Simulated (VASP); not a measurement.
# ZrN in VASP: notebook

The runs below take ZrN through single point, with PBE.

Program: VASP 6.6.1. These are calculated values, not measurements. Logs are shortened: lines on timing, memory, paths and dates and some standing lists are left out, and cuts for length are marked.

## Step 1: The cell of the first run

The cell holds a slab with vacuum, 12 atoms: a = 5.558 Å, b = 6.382 Å, c = 16.230 Å, α = 90.00°, β = 90.00°, γ = 115.81°.

## Step 2: Single point, PBE

Input file INCAR:

```
SYSTEM = ZrN
ALGO = Normal ; EDIFF = 1E-6
ENCUT = 520 ; GGA = PE
ISIF = 2 ; ISMEAR = -1
LASPH = .TRUE. ; LCHARG = .FALSE.
LREAL = .FALSE. ; LWAVE = .FALSE.
NBANDS = 63 ; NELM = 100
PREC = Accurate ; SIGMA = 0.05
```

Input file KPOINTS:

```
k-points
0
G
  2 2 1
  0 0 0
```

Input file POSCAR:

```
ZrN
1.0
    5.5581880000      0.0000000000      0.0000000000
   -2.7790940000      5.7455070000      0.0000000000
    0.0000000000      0.0000000000     16.2295670000
Zr N
6 6
Direct
    0.3307608141      0.2663198134      0.1181639708
    0.2159013000      0.7651359000      0.0857975000
    0.8535595290      0.3594897857      0.2053870253
    0.7625945411      0.8301343001      0.1610626013
    0.4197369437      0.4565296061      0.2973005189
    0.2329434164      0.8943551732      0.2634604395
    0.0000000000      0.0000000000      0.0616159000
    0.7904052987      0.5258241946      0.1017860645
    0.5106506108      0.0461802743      0.1556289835
    0.3082989906      0.5844242390      0.1870136989
    0.0823953797      0.1409618768      0.2350886329
    0.8273166942      0.6335136096      0.2808570469
```

Potentials or basis: VASP PAW PBE potentials, release 64 (Zr_sv, N).

Launch:

```sh
$ cat potpaw_PBE.64/Zr_sv/POTCAR potpaw_PBE.64/N/POTCAR > POTCAR
$ mpirun -np 1 vasp_std > vasp.out
```

OUTCAR:

```text
SYSTEM = ZrN
   EDIFF = 1E-6
   ENCUT = 520
   GGA = PE
   ISIF = 2
   ISMEAR = -1
   LASPH = .TRUE.
   LREAL = .FALSE.
   NELM = 100
   PREC = Accurate

 ion  position               nearest neighbor table
   1  0.331  0.266  0.118-   7 2.10   9 2.14  11 2.28  10 2.37   8 2.38   2 3.02   3 3.05   5 3.11
                             6 3.22   4 3.25   3 3.28   4 3.42   2 3.55
   2  0.216  0.765  0.086-   9 2.15  10 2.19   8 2.20   7 2.33   4 2.99   6 2.99   1 3.02   4 3.13
                             3 3.16   1 3.55
   3  0.854  0.359  0.205-   8 2.10  12 2.19   9 2.23  11 2.31  10 2.32   1 3.05   5 3.12   2 3.16
                             4 3.27   6 3.27   1 3.28   5 3.29   4 3.33   6 3.56
   4  0.763  0.830  0.161-   7 2.07   8 2.23  11 2.34   9 2.36  10 2.36  12 2.42   6 2.97   2 2.99
                             2 3.13   5 3.20   1 3.25   3 3.27   3 3.33   1 3.42   6 3.56
   5  0.420  0.457  0.297-  12 2.06  10 2.17  11 2.30   1 3.11   3 3.12   4 3.20   3 3.29   6 3.32
                             6 3.42
   6  0.233  0.894  0.263-  11 2.13  12 2.16   9 2.25  10 2.52   4 2.97   2 2.99   1 3.22   3 3.27
                             5 3.32   5 3.42   4 3.56   3 3.56
   7  0.000  0.000  0.062-   4 2.07   1 2.10   2 2.33
   8  0.790  0.526  0.102-   3 2.10   2 2.20   4 2.23   1 2.38
   9  0.511  0.046  0.156-   1 2.14   2 2.15   3 2.23   6 2.25   4 2.36
  10  0.308  0.584  0.187-   5 2.17   2 2.19   3 2.32   4 2.36   1 2.37   6 2.52
  11  0.082  0.141  0.235-   6 2.13   1 2.28   5 2.30   3 2.31   4 2.34
  12  0.827  0.634  0.281-   5 2.06   6 2.16   3 2.19   4 2.42

  LATTYP: Found a base centered orthorhombic cell.
 ALAT       =     5.5581880000
 B/A-ratio  =     2.0674029018
 C/A-ratio  =     2.9199384764

  Lattice vectors:

 A1 = (   2.7790940000,  -5.7455070000,   0.0000000000)
 A2 = (   2.7790940000,   5.7455070000,   0.0000000000)
 A3 = (   0.0000000000,   0.0000000000,  16.2295670000)

Analysis of symmetry for initial positions (statically):
=====================================================================
 Subroutine PRICEL returns:
 Original cell was already a primitive cell.

 Routine SETGRP: Setting up the symmetry group for a
 base centered orthorhombic supercell.

 Subroutine GETGRP returns: Found  1 space group operations
 (whereof  1 operations were pure point group operations)
 out of a pool of  8 trial point group operations.

The static configuration has the point symmetry C_1 .

Analysis of symmetry for dynamics (positions and initial velocities):
=====================================================================
 Subroutine PRICEL returns:
 Original cell was already a primitive cell.

 Routine SETGRP: Setting up the symmetry group for a
 base centered orthorhombic supercell.

 Subroutine GETGRP returns: Found  1 space group operations
 (whereof  1 operations were pure point group operations)
 out of a pool of  8 trial point group operations.

The dynamic configuration has the point symmetry C_1 .

 Subroutine INISYM returns: Found  1 space group operations
 (whereof  1 operations are pure point group operations),
 and found     1 'primitive' translations

----------------------------------------------------------------------------------------

                                     Primitive cell

  volume of cell :     518.2849

  direct lattice vectors                    reciprocal lattice vectors
     5.558188000  0.000000000  0.000000000     0.179914749  0.087024522  0.000000000
    -2.779094000  5.745507000  0.000000000     0.000000000  0.174049044  0.000000000
     0.000000000  0.000000000 16.229567000     0.000000000  0.000000000  0.061615938

  length of vectors
     5.558188000  6.382336104 16.229567000     0.199856409  0.174049044  0.061615938

  position of ions in fractional coordinates (direct lattice)
     0.330760814  0.266319813  0.118163971
     0.215901300  0.765135900  0.085797500
     0.853559529  0.359489786  0.205387025
     0.762594541  0.830134300  0.161062601
     0.419736944  0.456529606  0.297300519
     0.232943416  0.894355173  0.263460440
     0.000000000  0.000000000  0.061615900
     0.790405299  0.525824195  0.101786064
     0.510650611  0.046180274  0.155628984
     0.308298991  0.584424239  0.187013699
     0.082395380  0.140961877  0.235088633
     0.827316694  0.633513610  0.280857047

  ion indices of the primitive-cell ions
   primitive index   ion index
                 1           1
                 2           2
                 3           3
                 4           4
                 5           5
                 6           6
                 7           7
                 8           8
                 9           9
                10          10
                11          11
                12          12

----------------------------------------------------------------------------------------

 KPOINTS: k-points

Automatic generation of k-mesh.
 Grid dimensions read from file:
 generate k-points for:    2    2    1

 Generating k-lattice:

  Cartesian coordinates                     Fractional coordinates (reciprocal lattice)
     0.089957375  0.043512261  0.000000000     0.500000000 -0.000000000  0.000000000
     0.000000000  0.087024522  0.000000000     0.000000000  0.500000000  0.000000000
     0.000000000  0.000000000  0.061615938     0.000000000  0.000000000  1.000000000

  Length of vectors
     0.099928205  0.087024522  0.061615938

  Shift w.r.t. Gamma in fractional coordinates (k-lattice)
     0.000000000  0.000000000  0.000000000

 Subroutine IBZKPT returns following result:
 ===========================================

 Found      4 irreducible k-points:

 Following reciprocal coordinates:
            Coordinates               Weight
  0.000000  0.000000  0.000000      1.000000
  0.500000  0.000000  0.000000      1.000000
  0.500000  0.500000  0.000000      1.000000
  0.000000  0.500000  0.000000      1.000000
   k-points           NKPTS =      4   k-points in BZ     NKDIM =      4   number of bands    NBANDS=     63
   number of dos      NEDOS =    301   number of ions     NIONS =     12
   total plane-waves  NPLWV = 254016
   dimension x,y,z NGX =    42 NGY =   48 NGZ =  126
   dimension x,y,z NGXF=    84 NGYF=   96 NGZF=  252
   ions per type =               6   6
   NGX,Y,Z   is equivalent  to a cutoff of  12.56, 12.50, 12.91 a.u.
   NGXF,Y,Z  is equivalent  to a cutoff of  25.12, 25.01, 25.81 a.u.
 SYSTEM =  ZrN
   PREC   = accura    normal or accurate (medium, high low for compatibility)
   ISTART =      0    job   : 0-new  1-cont  2-samecut
   ICHARG =      2    charge: 1-file 2-atom 10-const
   ISPIN  =      1    spin polarized calculation?
   LNONCOLLINEAR =      F non collinear calculations
   LSORBIT =      F    spin-orbit coupling
   LASPH  =      T    aspherical Exc in radial PAW
   ENCUT  =  520.0 eV  38.22 Ry    6.18 a.u.  10.33 11.87 30.18*2*pi/ulx,y,z
   NELM   =    100;   NELMIN=  2; NELMDL= -5     # of ELM steps
   EDIFF  = 0.1E-05   stopping-criterion for ELM
   LREAL  =      F    real-space projection
   EDIFFG = 0.1E-04   stopping-criterion for IOM
   NSW    =      0    number of steps for IOM
   IBRION =     -1    ionic relax: 0-MD 1-quasi-New 2-CG
   NFREE  =      0    steps in history (QN), initial steepest desc. (CG)
   ISIF   =      2    stress and relaxation
   ISYM   =      2    0-nonsym 1-usesym 2-fastsym
   POTIM  = 0.5000    time-step for ionic-motion
   TEBEG  =    0.0;   TEEND  =   0.0 temperature during run
   PSTRESS=    0.0 pullay stress
   NELECT =     102.0000    total number of electrons
   NUPDOWN=      -1.0000    fix difference up-down
   EMIN   =  10.00;   EMAX   =-10.00  energy-range for DOS
   EFERMI =   0.00;   METHOD = LEGACY
   ISMEAR =    -1;   SIGMA  =   0.05  broadening in eV -4-tet -1-fermi 0-gaus
   EFERMI_NEDOS =   21; number of points for ismear=-14 and -15
   IALGO  =     38    algorithm
   IMIX   =      4    mixing-type and parameters
     AMIX     =   0.40;   BMIX     =  1.00
     AMIX_MAG =   1.60;   BMIX_MAG =  1.00
  volume/ion in A,a.u.               =      43.19       291.46
  Fermi-wavevector in a.u.,A,eV,Ry     =   0.952252  1.799496 12.337552  0.906785
  Thomas-Fermi vector in A             =   2.080798
   LORBIT       =      0    0 simple, 1 ext, 2 COOP (PROOUT), +10 PAW based schemes
   GGA     = PE    functional components
   LHFCALC =     F    Hartree Fock is set to
   AEXX    =    0.0000 exact exchange contribution
   IVDW    =     0    specifies the selected vdW correction
   LEPSILON=     F    determine dielectric tensor
   LRPA    =     F    only Hartree local field effects (RPA)
 non-spin polarized calculation
  energy-cutoff  :      520.00
  volume of cell :      518.28
 maximum number of plane-waves:     14016
 NGX is ok and might be reduce to    42
   NGX = 21   NGY = 23   NGZ = 61

 number of electron     102.0000000 magnetization

 Free energy of the ion-electron system (eV)
  ---------------------------------------------------
  ext. energy  EPLUGINS =         0.00000000
  ---------------------------------------------------
  free energy    TOTEN  =      -112.03897540 eV

  energy without entropy =     -112.00253511  energy(sigma->0) =     -112.02075526

 E-fermi :   0.8295     XC(G=0):  -4.7975

 val. band max:        0.7810293743   @ k =   0.0000   0.5000   0.0000
 cond. band min:       0.8851150619   @ k =   0.5000   0.0000   0.0000
 fundamental gap:      0.1040856875
 Fermi energy:         0.8294897686

 k-point     1 :       0.0000    0.0000    0.0000
  band No.  band energies     occupation
      1     -48.4312      2.00000
      2     -48.3586      2.00000
      3     -48.3470      2.00000
      4     -48.3227      2.00000
      5     -48.0509      2.00000
      6     -47.9372      2.00000
[... 253 lines left out ...]
     62       3.3893      0.00000
     63       3.5950      0.00000

------------------------ aborting loop because EDIFF is reached ----------------------------------------

  FORCE on cell =-STRESS in cart. coord.  units (eV):
  Direction    XX          YY          ZZ          XY          YZ          ZX
  --------------------------------------------------------------------------------------
  -------------------------------------------------------------------------------------
  Total       -8.5951410     -1.0699190     -0.1498827     -2.1174422     -0.3798533     -0.7504349
  in kB      -26.5702147     -3.3074474     -0.4633332     -6.5456627     -1.1742428     -2.3198244
  external PRESSURE =     -10.1136651 kB  Pullay stress =       0.0000000 kB

 VOLUME and BASIS-vectors are now :
 -----------------------------------------------------------------------------
  energy-cutoff  :      520.00
  volume of cell :      518.28
      direct lattice vectors                 reciprocal lattice vectors
     5.558188000  0.000000000  0.000000000     0.179914749  0.087024522  0.000000000
    -2.779094000  5.745507000  0.000000000     0.000000000  0.174049044  0.000000000
     0.000000000  0.000000000 16.229567000     0.000000000  0.000000000  0.061615938

 POSITION                                       TOTAL-FORCE (eV/Angst)
 -----------------------------------------------------------------------------------
      1.09830      1.53014      1.91775        -0.013299      0.013098      0.010720
     -0.92636      4.39609      1.39246        -1.934325     -0.883754     -0.212138
      3.74519      2.06545      3.33334        -0.004246     -0.004621     -0.021744
      1.93162      4.76954      2.61398        -0.027428      0.004987     -0.012271
      1.06424      2.62299      4.82506        -0.000889     -0.008764     -0.017767
     -1.19075      5.13852      4.27585         0.050019      0.023849      0.031824
      0.00000      0.00000      1.00000         1.954227      0.900751      0.176794
      2.93191      3.02113      1.65194         0.001791     -0.016107      0.001052
      2.70995      0.26533      2.52579         0.016327      0.010250      0.003047
      0.08941      3.35781      3.03515        -0.012085     -0.035969      0.035382
      0.06622      0.80990      3.81539        -0.028607      0.008772     -0.006640
      2.83779      3.63986      4.55819        -0.001484     -0.012491      0.011742
 -----------------------------------------------------------------------------------
    total drift:                               -0.000081     -0.000126     -0.000299

  FREE ENERGIE OF THE ION-ELECTRON SYSTEM (eV)
  ---------------------------------------------------
  free  energy   TOTEN  =      -112.0389753995 eV

  energy  without entropy=     -112.0025351135  energy(sigma->0) =     -112.02075526
```

Wall time 4.4 min (1 thread of Intel Xeon Platinum 8559C (Emerald Rapids), shared host); peak memory 0.55 GiB.

Results:

| Property | Result |
| --- | --- |
| Free energy | -112.0390 eV |
| Largest force | 2.159 eV/Å |
| Band gap on the k mesh | 0.10 eV (least direct gap 0.29 eV) |

Forces in eV/Å, atoms in the order of the input:
```
Zr  -0.013  0.013  0.011
Zr  -1.934 -0.884 -0.212
Zr  -0.004 -0.005 -0.022
Zr  -0.027  0.005 -0.012
Zr  -0.001 -0.009 -0.018
Zr   0.050  0.024  0.032
N    1.954  0.901  0.177
N    0.002 -0.016  0.001
N    0.016  0.010  0.003
N   -0.012 -0.036  0.035
N   -0.029  0.009 -0.007
N   -0.001 -0.012  0.012
```

Levels at points of the mesh, in eV from the valence-band top:
| k point | band 49 | band 50 | band 51 | band 52 | band 53 | band 54 |
| --- | --- | --- | --- | --- | --- | --- |
| (0.00, 0.00, 0.00) | -0.90 | -0.68 | -0.17 | 0.27 | 0.74 | 0.82 |
| (0.50, 0.00, 0.00) | -0.67 | -0.56 | -0.32 | 0.10 | 0.50 | 0.97 |
| (0.50, 0.50, 0.00) | -1.19 | -0.48 | -0.34 | 0.24 | 0.38 | 0.96 |
| (0.00, 0.50, 0.00) | -0.68 | -0.41 | 0.00 | 0.29 | 0.52 | 0.87 |

Caveat: the k points lie up to 0.63 Å⁻¹ apart; there is no dipole correction, which matters where the two faces differ.

## Step 3: Single point, PBE

Input file INCAR:

```
SYSTEM = ZrN
PREC = Accurate
ENCUT = 520
EDIFF = 1E-7
ISMEAR = -1
SIGMA = 0.05
LREAL = .FALSE.
LASPH = .TRUE.
NELM = 60
ALGO = Normal
ISIF = 2
LWAVE = .FALSE.
LCHARG = .TRUE.
GGA = PE
LELF = .TRUE.
LVHAR = .TRUE.
NBANDS = 63
```

Input file KPOINTS:

```
regular mesh
0
G
  2 2 1
  0 0 0
```

Input file POSCAR:

```
ZrN
1.0
    5.5581880000      0.0000000000      0.0000000000
   -2.7790940000      5.7455070000      0.0000000000
    0.0000000000      0.0000000000     16.2295670000
Zr N
6 6
Direct
    0.3396954401      0.2728914959      0.1205454218
    0.2158954773      0.7651370018      0.0858001942
    0.8445600238      0.3478196093      0.2082557101
    0.7641339776      0.8370714717      0.1604910347
    0.4302225599      0.4563565931      0.2990221489
    0.2481622743      0.9119995851      0.2582632057
    0.0000000000      0.0000000000      0.0616159384
    0.7752427545      0.5280299893      0.1058068894
    0.5230314233      0.0581149758      0.1468739123
    0.2869358586      0.5654157240      0.1846013513
    0.0548337867      0.1182315155      0.2423293240
    0.8426849762      0.6240528469      0.2796131283
```

Potentials or basis: VASP PAW PBE potentials, release 64 (Zr_sv, N).

Launch:

```sh
$ cat potpaw_PBE.64/Zr_sv/POTCAR potpaw_PBE.64/N/POTCAR > POTCAR
$ mpirun -np 1 vasp_std > vasp.out
```

Run time: 4.7 min. Hardware: 1 thread of Intel Xeon Platinum 8559C (Emerald Rapids), shared host; peak memory 0.55 GiB.

It converged, with:

```
Free energy            : -111.4690 eV
Largest force          : 2.780 eV/Å
Band gap on the k mesh : 0.17 eV
```

Forces in eV/Å, atoms in the order of the input:
```
Zr  -0.569  0.403 -0.783
Zr  -2.653 -0.732 -0.395
Zr   0.555  0.943 -0.136
Zr  -0.017 -0.751 -0.118
Zr  -0.027 -0.029 -0.419
Zr   0.050 -1.133  0.978
N    2.104  0.900  0.303
N    0.400  0.048 -0.502
N    0.016 -1.735  0.508
N    0.751  0.857  0.315
N    0.310  1.160 -0.467
N   -0.922  0.067  0.716
```

Levels at points of the mesh, in eV from the valence-band top:
```tsv
k point	band 48	band 49	band 50	band 51	band 52	band 53	band 54	band 55
(0.00, 0.00, 0.00)	-1.37	-1.09	-0.75	-0.13	0.30	0.62	0.79	0.96
(0.50, 0.00, 0.00)	-1.75	-0.64	-0.61	-0.37	0.17	0.66	1.04	1.24
(0.50, 0.50, 0.00)	-1.27	-1.14	-0.66	-0.29	0.25	0.39	0.86	1.00
(0.00, 0.50, 0.00)	-1.97	-0.76	-0.49	0.00	0.17	0.53	1.01	1.13
```

Caveat: the k points lie up to 0.63 Å⁻¹ apart; there is no dipole correction, which matters where the two faces differ.
